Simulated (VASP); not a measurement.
Here is a VASP 6.6.1 calculation.

File INCAR:

```
SYSTEM = NaI
ALGO = Normal ; EDIFF = 1E-6
ENCUT = 520 ; GGA = PE
ISIF = 2 ; ISMEAR = 0
IVDW = 12 ; LASPH = .True.
LCHARG = .False. ; LREAL = .False.
LWAVE = .False. ; NBANDS = 22
NELM = 80 ; PREC = Accurate
SIGMA = 0.05
```

File KPOINTS:

```
k-points
0
Gamma
  6 8 4
  0 0 0
```

File POSCAR:

```
NaI
1.0
    4.7722534545      0.0000000000     -0.2386126727
    0.0000000000      4.1018944388      0.0000000000
   -0.3386889191      0.0000000000      6.5251807160
Na I
2 2
Direct
    0.2500000000      0.5000000000      0.2499880837
    0.7500000000      0.5000000000      0.7500119163
    0.2500000000      0.0000000000      0.7499134626
    0.7500000000      0.0000000000      0.2500865374
```

Potentials or basis: VASP PAW PBE potentials, release 64 (Na_pv, I).

Command:

```sh
$ cat potpaw_PBE.64/Na_pv/POTCAR potpaw_PBE.64/I/POTCAR > POTCAR
$ mpirun -np 1 vasp_std > vasp.out
```

**Question.** What does it give for the dispersion energy per atom?

**Answer.** -0.270 eV.

**Question.** Estimate the pressure.

**Answer.** 0.6 GPa.

**Question.** What does it give for the band gap on the k mesh?

**Answer.** 2.14 eV.

Forces on the atoms (eV/Å):
```
Na   0.000  0.000  0.000
Na   0.000  0.000  0.000
I    0.001  0.000  0.002
I   -0.001  0.000 -0.002
```

Caveat: the cell differs from its parent crystal (engineering shear strain xz -0.1000, normal strain along z -0.0367); spin-orbit coupling is left out, which moves the levels of the heavy elements. A k mesh can miss the band edges.
